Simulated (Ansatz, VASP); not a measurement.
## Two plane-wave programs on GaAs3

```
Ga As
1.0
     3.33389    0.00000    0.00000
     0.00000    3.33389    0.00000
     0.00000    0.00000    6.88562
Ga As
1 3
Direct
  0.00000 0.00000 0.00000
  0.50000 0.50000 0.74274
  0.00000 0.00000 0.50000
  0.50000 0.50000 0.25726
```

Change from the starting cell: species swapped into the Tm3Mg type (P4/mmm, No. 123).

Alike in both runs: functional PBE; k mesh 6 × 6 × 2; occupations gaussian, width 0.2 eV; no spin polarisation.

Ansatz relaxed the structure, and its values are those at the end. VASP's run is a single point on that final structure, the one shown.

```csv
,VASP,Ansatz
version,VASP 6.6.1,Ansatz 0.2.0
potentials or method,"VASP PAW PBE potentials, release 64 (Ga_d, As), cutoff 500 eV","scalar-relativistic, plane waves, PAW"
valence electrons in the cell,28,58
```

```csv
,VASP,Ansatz,Ansatz less VASP
gap on the k mesh at the Fermi level (eV),none,none,-
pressure (GPa),0.5,0.4,-0.10
rms of the force components (eV/Å),0.021,0.022,+0.0003
```

A gap of «none» marks a metal or a gap that the smearing closes. The functional is the same, so the differences come from potentials, cutoffs and numerics. VASP's potentials hold 28 valence electrons a cell and Ansatz's 58, so a difference there can come from the potentials and not from the codes.

The k mesh is coarse, so the values compare programs but aren't converged.
